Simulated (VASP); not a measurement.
# BN (I-4m2) in VASP: a series of runs

Runs on BN. Level: PBEsol. Tasks: single point.

Program: VASP 6.6.1. These are calculated values, not measurements. Logs are shortened: lines on timing, memory, paths and dates and some standing lists are left out, and cuts for length are marked.

## 1. The cell of the first run

It takes space group I-4m2 (No. 119, tetragonal). The conventional cell has a = 2.878 Å, b = 2.878 Å, c = 2.878 Å, α = 90.00°, β = 90.00°, γ = 90.00°. B (site symmetry -4m2) has 4 N at 1.61 Å within 2.1 Å. N (site symmetry -4m2) has 4 B at 1.61 Å within 2.1 Å.

## 2. Single point, PBEsol

File INCAR:

```
SYSTEM = BN
PREC = Accurate
ENCUT = 520
EDIFF = 1E-6
ISMEAR = 0
SIGMA = 0.05
LREAL = .FALSE.
LASPH = .TRUE.
NELM = 100
ALGO = Normal
ISIF = 2
LWAVE = .FALSE.
LCHARG = .FALSE.
GGA = PS
NBANDS = 11
```

File KPOINTS:

```
Automatic mesh
0
G
  12 12 12
  0 0 0
```

File POSCAR:

```
BN
1.0
    0.0000000000      2.0351272637      1.4388349754
    2.0351272637      0.0000000000      1.4388349754
    2.0351272637      2.0351272637      0.0000000000
B N
1 1
Direct
    0.0000000000      0.0000000000      0.0000000000
    0.7500000000      0.7500000000      0.7500000000
```

Potentials or basis: VASP PAW PBE potentials, release 64 (B, N).

The run is started by

```bash
$ cat potpaw_PBE.64/B/POTCAR potpaw_PBE.64/N/POTCAR > POTCAR
$ mpirun -np 1 vasp_std > vasp.out
```

OUTCAR:

```text
SYSTEM = BN
   PREC = Accurate
   ENCUT = 520
   EDIFF = 1E-6
   ISMEAR = 0
   LREAL = .FALSE.
   LASPH = .TRUE.
   NELM = 100
   ISIF = 2
   GGA = PS

 ion  position               nearest neighbor table
   1  0.000  0.000  0.000-   2 1.61   2 1.61   2 1.61   2 1.61
   2  0.750  0.750  0.750-   1 1.61   1 1.61   1 1.61   1 1.61

  LATTYP: Found a body centered tetragonal cell.
 ALAT       =     2.8781045775
 C/A-ratio  =     0.9998489886

  Lattice vectors:

 A1 = (   0.0000000000,  -2.0351272637,  -1.4388349754)
 A2 = (   0.0000000000,   2.0351272637,  -1.4388349754)
 A3 = (   2.0351272637,   0.0000000000,   1.4388349754)

Analysis of symmetry for initial positions (statically):
=====================================================================
 Subroutine PRICEL returns:
 Original cell was already a primitive cell.

 Routine SETGRP: Setting up the symmetry group for a
 body centered tetragonal supercell.

 Subroutine GETGRP returns: Found  8 space group operations
 (whereof  8 operations were pure point group operations)
 out of a pool of 16 trial point group operations.

The static configuration has the point symmetry D_2d.

Analysis of symmetry for dynamics (positions and initial velocities):
=====================================================================
 Subroutine PRICEL returns:
 Original cell was already a primitive cell.

 Routine SETGRP: Setting up the symmetry group for a
 body centered tetragonal supercell.

 Subroutine GETGRP returns: Found  8 space group operations
 (whereof  8 operations were pure point group operations)
 out of a pool of 16 trial point group operations.

The dynamic configuration has the point symmetry D_2d.

 Subroutine INISYM returns: Found  8 space group operations
 (whereof  8 operations are pure point group operations),
 and found     1 'primitive' translations

----------------------------------------------------------------------------------------

                                     Primitive cell

  volume of cell :      11.9186

  direct lattice vectors                    reciprocal lattice vectors
     0.000000000  2.035127264  1.438834975    -0.245684881  0.245684881  0.347503368
     2.035127264  0.000000000  1.438834975     0.245684881 -0.245684881  0.347503368
     2.035127264  2.035127264  0.000000000     0.245684881  0.245684881 -0.347503368

  length of vectors
     2.492386219  2.492386219  2.878104577     0.491406871  0.491406871  0.491406871

  position of ions in fractional coordinates (direct lattice)
     0.000000000  0.000000000  0.000000000
     0.750000000  0.750000000  0.750000000

  ion indices of the primitive-cell ions
   primitive index   ion index
                 1           1
                 2           2

----------------------------------------------------------------------------------------

 KPOINTS: Automatic mesh

Automatic generation of k-mesh.
 Grid dimensions read from file:
 generate k-points for:   12   12   12

 Generating k-lattice:

  Cartesian coordinates                     Fractional coordinates (reciprocal lattice)
    -0.020473740  0.020473740  0.028958614     0.083333333  0.000000000  0.000000000
     0.020473740 -0.020473740  0.028958614     0.000000000  0.083333333  0.000000000
     0.020473740  0.020473740 -0.028958614    -0.000000000 -0.000000000  0.083333333

  Length of vectors
     0.040950573  0.040950573  0.040950573

  Shift w.r.t. Gamma in fractional coordinates (k-lattice)
     0.000000000  0.000000000  0.000000000

 Subroutine IBZKPT returns following result:
 ===========================================

 Found    163 irreducible k-points:

 Following reciprocal coordinates:
            Coordinates               Weight
  0.000000  0.000000  0.000000      1.000000
  0.083333 -0.000000  0.000000      8.000000
  0.166667  0.000000  0.000000      8.000000
  0.250000 -0.000000  0.000000      8.000000
  0.333333 -0.000000  0.000000      8.000000
  0.416667 -0.000000  0.000000      8.000000
[... 16 lines left out ...]
  0.500000  0.166667  0.000000      8.000000
 -0.416667  0.166667  0.000000      8.000000
 [... further k-points ...]
   k-points           NKPTS =    163   k-points in BZ     NKDIM =    163   number of bands    NBANDS=     11
   number of dos      NEDOS =    301   number of ions     NIONS =      2
   total plane-waves  NPLWV =   9600
   dimension x,y,z NGX =    20 NGY =   20 NGZ =   24
   dimension x,y,z NGXF=    40 NGYF=   40 NGZF=   48
   ions per type =               1   1
   NGX,Y,Z   is equivalent  to a cutoff of  13.34, 13.34, 13.86 a.u.
   NGXF,Y,Z  is equivalent  to a cutoff of  26.68, 26.68, 27.73 a.u.
 SYSTEM =  BN
   PREC   = accura    normal or accurate (medium, high low for compatibility)
   ISTART =      0    job   : 0-new  1-cont  2-samecut
   ICHARG =      2    charge: 1-file 2-atom 10-const
   ISPIN  =      1    spin polarized calculation?
   LNONCOLLINEAR =      F non collinear calculations
   LSORBIT =      F    spin-orbit coupling
   LASPH  =      T    aspherical Exc in radial PAW
   ENCUT  =  520.0 eV  38.22 Ry    6.18 a.u.   4.63  4.63  5.35*2*pi/ulx,y,z
   NELM   =    100;   NELMIN=  2; NELMDL= -5     # of ELM steps
   EDIFF  = 0.1E-05   stopping-criterion for ELM
   LREAL  =      F    real-space projection
   EDIFFG = 0.1E-04   stopping-criterion for IOM
   NSW    =      0    number of steps for IOM
   IBRION =     -1    ionic relax: 0-MD 1-quasi-New 2-CG
   NFREE  =      0    steps in history (QN), initial steepest desc. (CG)
   ISIF   =      2    stress and relaxation
   ISYM   =      2    0-nonsym 1-usesym 2-fastsym
   POTIM  = 0.5000    time-step for ionic-motion
   TEBEG  =    0.0;   TEEND  =   0.0 temperature during run
   PSTRESS=    0.0 pullay stress
   NELECT =       8.0000    total number of electrons
   NUPDOWN=      -1.0000    fix difference up-down
   EMIN   =  10.00;   EMAX   =-10.00  energy-range for DOS
   EFERMI =   0.00;   METHOD = LEGACY
   ISMEAR =     0;   SIGMA  =   0.05  broadening in eV -4-tet -1-fermi 0-gaus
   EFERMI_NEDOS =   21; number of points for ismear=-14 and -15
   IALGO  =     38    algorithm
   IMIX   =      4    mixing-type and parameters
     AMIX     =   0.40;   BMIX     =  1.00
     AMIX_MAG =   1.60;   BMIX_MAG =  1.00
  volume/ion in A,a.u.               =       5.96        40.22
  Fermi-wavevector in a.u.,A,eV,Ry     =   1.433387  2.708709 27.954506  2.054598
  Thomas-Fermi vector in A             =   2.552911
   LORBIT       =      0    0 simple, 1 ext, 2 COOP (PROOUT), +10 PAW based schemes
   GGA     = PS    functional components
   LHFCALC =     F    Hartree Fock is set to
   AEXX    =    0.0000 exact exchange contribution
   IVDW    =     0    specifies the selected vdW correction
   LEPSILON=     F    determine dielectric tensor
   LRPA    =     F    only Hartree local field effects (RPA)
 non-spin polarized calculation
 Gauss-broadening in eV      SIGMA  =   0.05
  energy-cutoff  :      520.00
  volume of cell :       11.92
 maximum number of plane-waves:       336
   NGX =  9   NGY =  9   NGZ = 11

 number of electron       8.0000000 magnetization

 Free energy of the ion-electron system (eV)
  ---------------------------------------------------
  ext. energy  EPLUGINS =         0.00000000
  ---------------------------------------------------
  free energy    TOTEN  =       -17.05279925 eV

  energy without entropy =      -17.05279925  energy(sigma->0) =      -17.05279925

 E-fermi :   9.2754     XC(G=0): -13.0866

 val. band max:        8.9828727789   @ k =   0.0000   0.0000   0.0000
 cond. band min:       9.5894589916   @ k =   0.5000   0.5000   0.0000
 fundamental gap:      0.6065862126
 Fermi energy:         9.2753890772

 k-point     1 :       0.0000    0.0000    0.0000
  band No.  band energies     occupation
      1     -12.6648      2.00000
      2       6.7153      2.00000
      3       6.7153      2.00000
      4       8.9829      2.00000
      5      15.7110      0.00000
      6      17.0242      0.00000
      7      18.0133      0.00000
      8      18.0133      0.00000
      9      27.1618      0.00000
     10      31.5429      0.00000
     11      31.5434      0.00000

 k-point     2 :       0.0833   -0.0000    0.0000
  band No.  band energies     occupation
      1     -12.4818      2.00000
      2       6.2369      2.00000
      3       6.4507      2.00000
      4       8.6108      2.00000
      5      15.3517      0.00000
      6      17.3904      0.00000
      7      17.9970      0.00000
      8      18.5082      0.00000
      9      27.1007      0.00000
     10      29.8162      0.00000
     11      32.6904      0.00000

 k-point     3 :       0.1667    0.0000    0.0000
  band No.  band energies     occupation
      1     -11.9391      2.00000
      2       4.7012      2.00000
      3       5.7983      2.00000
      4       8.0381      2.00000
      5      14.6259      0.00000
      6      17.7583      0.00000
      7      18.1506      0.00000
      8      19.6997      0.00000
      9      27.7131      0.00000
     10      29.1607      0.00000
     11      32.9878      0.00000

 k-point     4 :       0.2500   -0.0000    0.0000
  band No.  band energies     occupation
      1     -11.0589      2.00000
      2       2.4657      2.00000
      3       5.0302      2.00000
      4       7.6071      2.00000
      5      13.9166      0.00000
      6      17.2127      0.00000
      7      18.9993      0.00000
      8      21.1325      0.00000
      9      29.3589      0.00000
     10      29.4058      0.00000
     11      33.1957      0.00000

 k-point     5 :       0.3333   -0.0000    0.0000
  band No.  band energies     occupation
      1      -9.9015      2.00000
      2       0.0897      2.00000
      3       4.3625      2.00000
      4       7.2790      2.00000
      5      13.3848      0.00000
      6      16.6059      0.00000
      7      19.8812      0.00000
      8      22.3542      0.00000
      9      30.0032      0.00000
     10      31.6923      0.00000
     11      33.2171      0.00000
[... 211 lines left out ...]
 k-point    21 :       0.3333    0.1667    0.0000
  band No.  band energies     occupation
      1      -9.2153      2.00000
      2       0.7013      2.00000
      3       3.1843      2.00000
      4       5.7076      2.00000
      5      12.5230      0.00000
      6      18.1645      0.00000
      7      18.6258      0.00000
      8      20.9813      0.00000
      9      32.7396      0.00000
     10      33.3200      0.00000
     11      35.2115      0.00000

 k-point    22 :       0.4167    0.1667    0.0000
  band No.  band energies     occupation
      1      -8.0235      2.00000
      2      -1.3012      2.00000
      3       2.7087      2.00000
      4       5.6735      2.00000
      5      12.6683      0.00000
      6      18.2526      0.00000
      7      18.4977      0.00000
      8      21.6194      0.00000
      9      32.0271      0.00000
     10      34.5702      0.00000
     11      34.6037      0.00000

 k-point    23 :       0.5000    0.1667    0.0000
  band No.  band energies     occupation
      1      -7.4029      2.00000
      2      -2.2444      2.00000
      3       2.5443      2.00000
      4       5.6239      2.00000
      5      12.9020      0.00000
      6      18.4764      0.00000
      7      18.8541      0.00000
      8      21.6556      0.00000
      9      30.7443      0.00000
     10      33.4205      0.00000
     11      34.7569      0.00000

 k-point    24 :      -0.4167    0.1667    0.0000
  band No.  band energies     occupation
      1      -8.0490      2.00000
      2      -1.4166      2.00000
      3       2.7080      2.00000
      4       5.6155      2.00000
      5      13.1026      0.00000
      6      18.6391      0.00000
      7      19.9748      0.00000
      8      21.3526      0.00000
      9      29.2239      0.00000
     10      31.9239      0.00000
     11      33.0180      0.00000

 [... further k-points ...]
[... 5 lines left out ...]
  --------------------------------------------------------------------------------------
  -------------------------------------------------------------------------------------
  Total       -3.9579021     -3.9579021      5.6937640      0.0000000     -0.0000000      0.0000000
  in kB     -532.0488448   -532.0488448    765.3955181      0.0000000     -0.0000000      0.0000000
  external PRESSURE =     -99.5673905 kB  Pullay stress =       0.0000000 kB

 VOLUME and BASIS-vectors are now :
 -----------------------------------------------------------------------------
  energy-cutoff  :      520.00
  volume of cell :       11.92
      direct lattice vectors                 reciprocal lattice vectors
     0.000000000  2.035127264  1.438834975    -0.245684881  0.245684881  0.347503368
     2.035127264  0.000000000  1.438834975     0.245684881 -0.245684881  0.347503368
     2.035127264  2.035127264  0.000000000     0.245684881  0.245684881 -0.347503368

 POSITION                                       TOTAL-FORCE (eV/Angst)
 -----------------------------------------------------------------------------------
      0.00000      0.00000      0.00000        -0.000000     -0.000000     -0.000000
      3.05269      3.05269      2.15825         0.000000      0.000000      0.000000
 -----------------------------------------------------------------------------------
    total drift:                               -0.000001     -0.000001     -0.000000

  FREE ENERGIE OF THE ION-ELECTRON SYSTEM (eV)
  ---------------------------------------------------
  free  energy   TOTEN  =       -17.0527992518 eV

  energy  without entropy=      -17.0527992518  energy(sigma->0) =      -17.05279925
```

Run time: 14 s. Hardware: 1 thread of Intel Xeon Platinum 8259CL at 2.50GHz (Skylake/Cascade Lake), shared host; peak memory 0.13 GiB.

What came out:

```
Free energy            : -17.0528 eV
Pressure               : -10.0 GPa
Band gap on the k mesh : 0.61 eV, indirect (least direct gap 5.98 eV)
```

Stress tensor (GPa, compression positive):
```
-53.20   0.00   0.00
  0.00 -53.20   0.00
  0.00   0.00  76.54
```

Levels at points of the mesh, in eV from the valence-band top:
```tsv
k point	band 2	band 3	band 4	band 5	band 6	band 7
(0.00, 0.00, 0.00)	-2.27	-2.27	0.00	6.73	8.04	9.03
(0.50, 0.00, 0.00)	-11.90	-5.22	-2.00	3.99	7.03	12.04
(0.50, 0.50, 0.00)	-8.89	-8.89	-6.45	0.61	2.13	15.94
(0.50, 0.00, 0.50)	-11.96	-4.04	-3.94	5.62	11.29	11.50
```

Caveat: the PAW data sets were made with another functional, which shifts forces and pressure a little.

## 3. Single point, PBEsol

This run uses another cell than the first one, of the same volume but with other edges.

File INCAR:

```
SYSTEM = BN
ALGO     = Normal         ! electronic algorithm
EDIFF    = 1E-7           ! SCF threshold, eV
ENCUT    = 520            ! plane-wave cutoff, eV
GGA      = PS             ! functional
ISIF     = 2              ! what is computed and relaxed
ISMEAR   = 0              ! smearing method
LASPH    = .True.         ! aspherical terms in the spheres
LCHARG   = .True.         ! write CHGCAR
LELF     = .True.         ! ELF
LREAL    = .False.        ! projectors in reciprocal space
LVHAR    = .True.       
LWAVE    = .False.        ! write WAVECAR
NBANDS   = 11             ! bands
NELM     = 60             ! most SCF steps
PREC     = Accurate       ! precision mode
SIGMA    = 0.05           ! smearing width, eV
```

File KPOINTS:

```
k-points
0
Gamma
  12 12 12
  0 0 0
```

File POSCAR:

```
BN
1.0
    0.0000000000      1.6152815796      2.2840081536
    1.6152815796      0.0000000000      2.2840081536
    1.6152815796      1.6152815796      0.0000000000
B N
1 1
Direct
    0.0000000000      0.0000000000      0.0000000000
    0.7500000000      0.7500000000      0.7500000000
```

Potentials or basis: VASP PAW PBE potentials, release 64 (B, N).

The run is started by

```bash
$ cat potpaw_PBE.64/B/POTCAR potpaw_PBE.64/N/POTCAR > POTCAR
$ mpirun -np 1 vasp_std > vasp.out
```

Wall time 16 s (1 thread of Intel Xeon Platinum 8259CL at 2.50GHz (Skylake/Cascade Lake), shared host); peak memory 0.14 GiB.

It converged, with:

- Free energy: -16.0016 eV
- Pressure: -1.4 GPa
- Band gap on the k mesh: 0.70 eV, indirect (least direct gap 1.98 eV)

Stress tensor (GPa, compression positive):
```
  98.90    0.00    0.00
   0.00   98.90    0.00
   0.00    0.00 -201.97
```

Levels at points of the mesh, in eV from the valence-band top:
```tsv
k point	band 1	band 2	band 3	band 4	band 5	band 6	band 7	band 8
(0.00, 0.00, 0.00)	-22.23	-5.62	-0.19	-0.19	5.04	6.78	6.78	9.13
(0.50, 0.00, 0.00)	-17.56	-12.54	-6.70	-0.53	1.46	10.20	11.93	13.29
(0.50, 0.50, 0.00)	-18.88	-13.98	-3.18	-3.18	7.01	12.07	13.52	13.91
(0.50, 0.00, 0.50)	-14.80	-9.10	-7.69	-7.57	0.70	5.00	10.18	13.49
```

Caveat: the PAW data sets were made with another functional, which shifts forces and pressure a little. A k mesh can miss the band edges.

## 4. Single point, PBEsol

This run uses another cell than the first one, of the same volume but with other edges.

File INCAR:

```
PREC = Accurate ; ENCUT = 520
EDIFF = 1E-7 ; ISMEAR = 0
SIGMA = 0.05 ; LREAL = False
LASPH = True ; NELM = 100
ALGO = Normal ; ISIF = 2
LWAVE = False ; LCHARG = False
GGA = PS ; NBANDS = 11
```

File KPOINTS:

```
Automatic mesh
0
Gamma
  12 12 12
```

File POSCAR:

```
BN
1.0
    0.0000000000      1.9139256747      1.6268368235
    1.9139256747      0.0000000000      1.6268368235
    1.9139256747      1.9139256747      0.0000000000
B N
1 1
Direct
    0.0000000000      0.0000000000      0.0000000000
    0.7500000000      0.7500000000      0.7500000000
```

The run is started by

```bash
$ cat potpaw_PBE.64/B/POTCAR potpaw_PBE.64/N/POTCAR > POTCAR
$ mpirun -np 1 vasp_std > vasp.out
```

Run time: 16 s. Hardware: 1 thread of Intel Xeon Platinum 8259CL at 2.50GHz (Skylake/Cascade Lake), shared host; peak memory 0.13 GiB.

Results (log left out):

```yaml
Free_energy: -18.0087 eV
Pressure: -6.5 GPa
Band_gap_on_the_k_mesh: 1.91 eV, indirect (least direct gap 7.39 eV)
```

Stress tensor (GPa, compression positive):
```
-32.04   0.00   0.00
  0.00 -32.04   0.00
  0.00   0.00  44.50
```

Levels at points of the mesh, in eV from the valence-band top:
| k point | band 1 | band 2 | band 3 | band 4 | band 5 | band 6 | band 7 | band 8 |
| --- | --- | --- | --- | --- | --- | --- | --- | --- |
| (0.00, 0.00, 0.00) | -20.97 | -1.24 | -1.24 | 0.00 | 7.39 | 8.50 | 8.50 | 9.19 |
| (0.50, 0.00, 0.00) | -16.65 | -11.45 | -3.80 | -1.73 | 7.05 | 8.80 | 12.40 | 14.39 |
| (0.50, 0.50, 0.00) | -14.13 | -8.03 | -7.03 | -7.03 | 1.91 | 5.69 | 16.95 | 16.95 |
| (0.50, 0.00, 0.50) | -15.92 | -10.48 | -4.83 | -4.76 | 4.56 | 9.70 | 14.90 | 16.76 |

Caveat: the PAW data sets were made with another functional, which shifts forces and pressure a little. A k mesh can miss the band edges.

## 5. Overview

```csv
cell,gap on the mesh (eV),pressure (GPa)
"a = 2.492, b = 2.492, c = 2.878 Å, angles 54.7, 54.7, 70.5°, 2 atoms",0.61,-10.0
"a = 2.797, b = 2.797, c = 2.284 Å, angles 65.9, 65.9, 48.2°, 2 atoms",0.70,-1.4
"a = 2.512, b = 2.512, c = 2.707 Å, angles 57.4, 57.4, 65.2°, 2 atoms",1.91,-6.5
```

Alike in all rows: task single point; level PBEsol; potentials or basis VASP PAW PBE potentials, release 64 (B, N); no spin polarisation; k mesh 12 × 12 × 12; cutoff (eV) 520; smearing gaussian 0.05 eV.

Caveats: the PAW data sets were made with another functional, which shifts forces and pressure a little.

Total energies depend on the potentials used, so only differences within one code and one set of settings carry meaning.
